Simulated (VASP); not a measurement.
The system is Te.

```
CELL_PARAMETERS angstrom
2.30590 1.33131 1.69095
-2.30590 1.33131 1.69095
0.00000 -2.66263 1.69095
ATOMIC_POSITIONS crystal
Te 0.50000 0.50000 0.50000
```

Base run:

```yaml
Program: VASP 6.6.1
Functional: PBE
Potentials_or_basis: VASP PAW PBE potentials, release 64 (Te)
Cutoff: 520 eV
k_mesh: 9 × 9 × 9
Occupations: gaussian, width 0.02 eV
Spin: no spin polarisation
```

Its results: band gap on the k mesh zero (band 3 reaches 9.50 eV, above the bottom of band 4 at 4.59 eV); pressure 2.6 GPa.

Problem. The run is repeated on the same cell with these changes: k mesh from 9 × 9 × 9 to 6 × 6 × 6; occupations from gaussian, width 0.02 eV to fermi-dirac, width 0.02 eV. What comes out?

Solution. Band gap on the k mesh zero (band 3 reaches 9.53 eV, above the bottom of band 4 at 4.59 eV); pressure 1.9 GPa.

Caveats: spin-orbit coupling is left out, which moves the levels of the heavy elements.
